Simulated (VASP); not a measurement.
# AlCo3 (Pm-3m) in VASP: a series of runs

AlCo3 is run at these levels: r2SCAN; tasks: single point.

Program: VASP 6.6.1. These are calculated values, not measurements. Logs are shortened: lines on timing, memory, paths and dates and some standing lists are left out, and cuts for length are marked.

## 1. The cell of the first run

It takes space group Pm-3m (No. 221, cubic). The conventional cell has a = 3.575 Å, b = 3.575 Å, c = 3.575 Å, α = 90.00°, β = 90.00°, γ = 90.00°. Al (site symmetry m-3m) has 12 Co at 2.53 Å within 3.3 Å. Co (site symmetry 4/mmm) has 4 Al at 2.53 Å and 8 Co at 2.53 Å within 3.3 Å.

## 2. Single point, r2SCAN, collinear spin, ferromagnetic start

File POSCAR:

```
AlCo3
1.0
    3.5749480000      0.0000000000      0.0000000000
    0.0000000000      3.5749480000      0.0000000000
    0.0000000000      0.0000000000      3.5749480000
Al Co
1 3
Direct
    0.0000000000      0.0000000000      0.0000000000
    0.5000000000      0.5000000000      0.0000000000
    0.5000000000      0.0000000000      0.5000000000
    0.0000000000      0.5000000000      0.5000000000
```

File INCAR.step1:

```
  PREC = Accurate
  ENCUT = 520
  ISMEAR = 0
  SIGMA = 0.1
  LREAL = F
  LASPH = T
  NELM = 150
  ISPIN = 2
  MAGMOM = 0 1.76 1.76 1.76
  LMAXMIX = 4
  NBANDS = 27
  GGA = PE
  ALGO = Normal
  EDIFF = 1E-4
  LWAVE = T
  LCHARG = F
```

File INCAR.step2:

```
  PREC = Accurate
  ENCUT = 520
  EDIFF = 1E-7
  ISMEAR = 0
  SIGMA = 0.1
  LREAL = F
  LASPH = T
  NELM = 150
  ALGO = Normal
  ISIF = 2
  LWAVE = F
  LCHARG = T
  ISPIN = 2
  MAGMOM = 0 1.76 1.76 1.76
  LORBIT = 11
  LMAXMIX = 4
  METAGGA = R2SCAN
  LMIXTAU = T
  LELF = T
  LVHAR = T
  NBANDS = 27
  ISTART = 1
```

File KPOINTS:

```
regular mesh
0
Gamma
  8 8 8
```

Potentials or basis: VASP PAW PBE potentials, release 64 (Al, Co).

Launch:

```sh
cat potpaw_PBE.64/Al/POTCAR potpaw_PBE.64/Co/POTCAR > POTCAR
cp INCAR.step1 INCAR
mpirun -np 1 vasp_std > vasp.out
cp INCAR.step2 INCAR
mpirun -np 1 vasp_std > vasp.out
```

OUTCAR:

```text
PREC = Accurate
   ENCUT = 520
   EDIFF = 1E-7
   ISMEAR = 0
   LREAL = F
   LASPH = T
   NELM = 150
   ISIF = 2
   ISPIN = 2
   LORBIT = 11
   METAGGA = R2SCAN
   ISTART = 1

 ion  position               nearest neighbor table
   1  0.000  0.000  0.000-   2 2.53   3 2.53   4 2.53   3 2.53   4 2.53   2 2.53   4 2.53   4 2.53
                             2 2.53   3 2.53   3 2.53   2 2.53
   2  0.500  0.500  0.000-   1 2.53   3 2.53   4 2.53   3 2.53   4 2.53   1 2.53   3 2.53   3 2.53
                             1 2.53   4 2.53   4 2.53   1 2.53
   3  0.500  0.000  0.500-   1 2.53   2 2.53   4 2.53   1 2.53   2 2.53   2 2.53   4 2.53   2 2.53
                             1 2.53   4 2.53   1 2.53   4 2.53
   4  0.000  0.500  0.500-   1 2.53   2 2.53   3 2.53   1 2.53   2 2.53   1 2.53   3 2.53   1 2.53
                             2 2.53   3 2.53   2 2.53   3 2.53

  LATTYP: Found a simple cubic cell.
 ALAT       =     3.5749480000

  Lattice vectors:

 A1 = (   3.5749480000,   0.0000000000,   0.0000000000)
 A2 = (   0.0000000000,   3.5749480000,   0.0000000000)
 A3 = (   0.0000000000,   0.0000000000,   3.5749480000)

Analysis of symmetry for initial positions (statically):
=====================================================================
 Subroutine PRICEL returns:
 Original cell was already a primitive cell.

 Routine SETGRP: Setting up the symmetry group for a
 simple cubic supercell.

 Subroutine GETGRP returns: Found 48 space group operations
 (whereof 48 operations were pure point group operations)
 out of a pool of 48 trial point group operations.

The static configuration has the point symmetry O_h .

Analysis of symmetry for dynamics (positions and initial velocities):
=====================================================================
 Subroutine PRICEL returns:
 Original cell was already a primitive cell.

 Routine SETGRP: Setting up the symmetry group for a
 simple cubic supercell.

 Subroutine GETGRP returns: Found 48 space group operations
 (whereof 48 operations were pure point group operations)
 out of a pool of 48 trial point group operations.

The dynamic configuration has the point symmetry O_h .

Analysis of structural, dynamic, and magnetic symmetry:
=====================================================================
 Subroutine PRICEL returns:
 Original cell was already a primitive cell.

 Routine SETGRP: Setting up the symmetry group for a
 simple cubic supercell.

 Subroutine GETGRP returns: Found 48 space group operations
 (whereof 48 operations were pure point group operations)
 out of a pool of 48 trial point group operations.

The overall configuration has the point symmetry O_h .

 Subroutine INISYM returns: Found 48 space group operations
 (whereof 48 operations are pure point group operations),
 and found     1 'primitive' translations

----------------------------------------------------------------------------------------

                                     Primitive cell

  volume of cell :      45.6887

  direct lattice vectors                    reciprocal lattice vectors
     3.574948000  0.000000000  0.000000000     0.279724348  0.000000000  0.000000000
     0.000000000  3.574948000  0.000000000     0.000000000  0.279724348  0.000000000
     0.000000000  0.000000000  3.574948000     0.000000000  0.000000000  0.279724348

  length of vectors
     3.574948000  3.574948000  3.574948000     0.279724348  0.279724348  0.279724348

  position of ions in fractional coordinates (direct lattice)
     0.000000000  0.000000000  0.000000000
     0.500000000  0.500000000  0.000000000
     0.500000000  0.000000000  0.500000000
     0.000000000  0.500000000  0.500000000

  ion indices of the primitive-cell ions
   primitive index   ion index
                 1           1
                 2           2
                 3           3
                 4           4

----------------------------------------------------------------------------------------

 KPOINTS: regular mesh

Automatic generation of k-mesh.
 Grid dimensions read from file:
 generate k-points for:    8    8    8

 Generating k-lattice:

  Cartesian coordinates                     Fractional coordinates (reciprocal lattice)
     0.034965544  0.000000000  0.000000000     0.125000000  0.000000000  0.000000000
     0.000000000  0.034965544  0.000000000     0.000000000  0.125000000  0.000000000
     0.000000000  0.000000000  0.034965544     0.000000000  0.000000000  0.125000000

  Length of vectors
     0.034965544  0.034965544  0.034965544

  Shift w.r.t. Gamma in fractional coordinates (k-lattice)
     0.000000000  0.000000000  0.000000000

 Subroutine IBZKPT returns following result:
 ===========================================

 Found     35 irreducible k-points:

 Following reciprocal coordinates:
            Coordinates               Weight
  0.000000  0.000000  0.000000      1.000000
  0.125000  0.000000  0.000000      6.000000
  0.250000  0.000000  0.000000      6.000000
  0.375000  0.000000  0.000000      6.000000
  0.500000  0.000000  0.000000      3.000000
  0.125000  0.125000  0.000000     12.000000
[... 16 lines left out ...]
  0.375000  0.375000  0.125000     24.000000
  0.500000  0.375000  0.125000     24.000000
 [... further k-points ...]
   k-points           NKPTS =     35   k-points in BZ     NKDIM =     35   number of bands    NBANDS=     27
   number of dos      NEDOS =    301   number of ions     NIONS =      4
   total plane-waves  NPLWV =  21952
   dimension x,y,z NGX =    28 NGY =   28 NGZ =   28
   dimension x,y,z NGXF=    56 NGYF=   56 NGZF=   56
   ions per type =               1   3
   NGX,Y,Z   is equivalent  to a cutoff of  13.02, 13.02, 13.02 a.u.
   NGXF,Y,Z  is equivalent  to a cutoff of  26.04, 26.04, 26.04 a.u.
 SYSTEM =  unknown system
   PREC   = accura    normal or accurate (medium, high low for compatibility)
   ISTART =      1    job   : 0-new  1-cont  2-samecut
   ICHARG =      0    charge: 1-file 2-atom 10-const
   ISPIN  =      2    spin polarized calculation?
   LNONCOLLINEAR =      F non collinear calculations
   LSORBIT =      F    spin-orbit coupling
   LASPH  =      T    aspherical Exc in radial PAW
   ENCUT  =  520.0 eV  38.22 Ry    6.18 a.u.   6.65  6.65  6.65*2*pi/ulx,y,z
   NELM   =    150;   NELMIN=  2; NELMDL=  0     # of ELM steps
   EDIFF  = 0.1E-06   stopping-criterion for ELM
   LREAL  =      F    real-space projection
   EDIFFG = 0.1E-05   stopping-criterion for IOM
   NSW    =      0    number of steps for IOM
   IBRION =     -1    ionic relax: 0-MD 1-quasi-New 2-CG
   NFREE  =      0    steps in history (QN), initial steepest desc. (CG)
   ISIF   =      2    stress and relaxation
   ISYM   =      2    0-nonsym 1-usesym 2-fastsym
   POTIM  = 0.5000    time-step for ionic-motion
   TEBEG  =    0.0;   TEEND  =   0.0 temperature during run
   PSTRESS=    0.0 pullay stress
   NELECT =      30.0000    total number of electrons
   NUPDOWN=      -1.0000    fix difference up-down
   EMIN   =  10.00;   EMAX   =-10.00  energy-range for DOS
   EFERMI =   0.00;   METHOD = LEGACY
   ISMEAR =     0;   SIGMA  =   0.10  broadening in eV -4-tet -1-fermi 0-gaus
   EFERMI_NEDOS =   21; number of points for ismear=-14 and -15
   IALGO  =     38    algorithm
   IMIX   =      4    mixing-type and parameters
     AMIX     =   0.40;   BMIX     =  1.00
     AMIX_MAG =   1.60;   BMIX_MAG =  1.00
  volume/ion in A,a.u.               =      11.42        77.08
  Fermi-wavevector in a.u.,A,eV,Ry     =   1.422915  2.688919 27.547527  2.024686
  Thomas-Fermi vector in A             =   2.543568
   LORBIT       =     11    0 simple, 1 ext, 2 COOP (PROOUT), +10 PAW based schemes
   METAGGA = R2SCAN    functional components
   LHFCALC =     F    Hartree Fock is set to
   AEXX    =    0.0000 exact exchange contribution
   IVDW    =     0    specifies the selected vdW correction
   LEPSILON=     F    determine dielectric tensor
   LRPA    =     F    only Hartree local field effects (RPA)
 spin polarized calculation
 Gauss-broadening in eV      SIGMA  =   0.10
  energy-cutoff  :      520.00
  volume of cell :       45.69
 maximum number of plane-waves:      1245
 NGX is ok and might be reduce to    28
   NGX = 13   NGY = 13   NGZ = 13

 number of electron      30.0000030 magnetization       4.5171642

 Free energy of the ion-electron system (eV)
  ---------------------------------------------------
  ext. energy  EPLUGINS =         0.00000000
  ---------------------------------------------------
  free energy    TOTEN  =       -47.15766530 eV

  energy without entropy =      -47.14715066  energy(sigma->0) =      -47.15240798

 E-fermi :  10.4203     XC(G=0): -13.8026

 val. band max:       10.4112954924   @ k =   0.3750   0.3750   0.0000
 cond. band min:      10.4281097358   @ k =   0.3750   0.2500   0.0000
 fundamental gap:      0.0168142435
 Fermi energy:        10.4203104008

 spin component 1

 k-point     1 :       0.0000    0.0000    0.0000
  band No.  band energies     occupation
      1      -0.4257      1.00000
      2       4.1874      1.00000
      3       5.2959      1.00000
      4       5.2959      1.00000
      5       5.9659      1.00000
      6       5.9659      1.00000
[... 709 lines left out ...]
     26      24.2303      0.00000
     27      25.3056      0.00000

 [... further k-points ...]

 spin component 2

 k-point     1 :       0.0000    0.0000    0.0000
  band No.  band energies     occupation
      1      -0.6510      1.00000
      2       6.3432      1.00000
      3       6.9628      1.00000
      4       6.9635      1.00000
      5       6.9635      1.00000
      6       7.2755      1.00000
[... 709 lines left out ...]
     26      24.6860      0.00000
     27      25.3960      0.00000

 [... further k-points ...]

------------------------ aborting loop because EDIFF is reached ----------------------------------------

  FORCE on cell =-STRESS in cart. coord.  units (eV):
  Direction    XX          YY          ZZ          XY          YZ          ZX
  --------------------------------------------------------------------------------------
  -------------------------------------------------------------------------------------
  Total        0.4041522      0.4041522      0.4041522     -0.0000000      0.0000000     -0.0000000
  in kB       14.1724946     14.1724946     14.1724946     -0.0000000      0.0000000     -0.0000000
  external PRESSURE =      14.1724946 kB  Pullay stress =       0.0000000 kB

 VOLUME and BASIS-vectors are now :
 -----------------------------------------------------------------------------
  energy-cutoff  :      520.00
  volume of cell :       45.69
      direct lattice vectors                 reciprocal lattice vectors
     3.574948000  0.000000000  0.000000000     0.279724348  0.000000000  0.000000000
     0.000000000  3.574948000  0.000000000     0.000000000  0.279724348  0.000000000
     0.000000000  0.000000000  3.574948000     0.000000000  0.000000000  0.279724348

 POSITION                                       TOTAL-FORCE (eV/Angst)
 -----------------------------------------------------------------------------------
      0.00000      0.00000      0.00000         0.000000      0.000000      0.000000
      1.78747      1.78747      0.00000         0.000000      0.000000      0.000000
      1.78747      0.00000      1.78747         0.000000      0.000000      0.000000
      0.00000      1.78747      1.78747         0.000000      0.000000      0.000000
 -----------------------------------------------------------------------------------
    total drift:                                0.000000      0.000000      0.000000

  FREE ENERGIE OF THE ION-ELECTRON SYSTEM (eV)
  ---------------------------------------------------
  free  energy   TOTEN  =       -47.1576652996 eV

  energy  without entropy=      -47.1471506570  energy(sigma->0) =      -47.15240798

 total charge

# of ion       s       p       d       tot
------------------------------------------
    1        0.411   0.435   0.000   0.846
    2        0.485   0.558   7.274   8.317
    3        0.485   0.558   7.274   8.317
    4        0.485   0.558   7.274   8.317
--------------------------------------------------
tot          1.867   2.109  21.822  25.798

 magnetization (x)

# of ion       s       p       d       tot
------------------------------------------
    1       -0.001  -0.036   0.000  -0.037
    2        0.013  -0.008   1.576   1.581
    3        0.013  -0.008   1.576   1.581
    4        0.013  -0.008   1.576   1.581
--------------------------------------------------
tot          0.039  -0.061   4.728   4.706
```

Run time: 5.6 min. Hardware: 1 thread of Intel Xeon 6975P-C, shared host; peak memory 0.22 GiB.

What came out:

```
Free energy                                           : -47.1577 eV
Pressure                                              : 1.4 GPa
Net moment                                            : 4.52 μB per cell
Site moments                                          : Al -0.04; Co +1.58 μB
Valence electrons inside the program's atomic spheres : Al 0.85; Co 8.32
```

Caveat: the PAW data sets were made with another functional, which shifts forces and pressure a little.

(Part 1 of 3 ends here.)
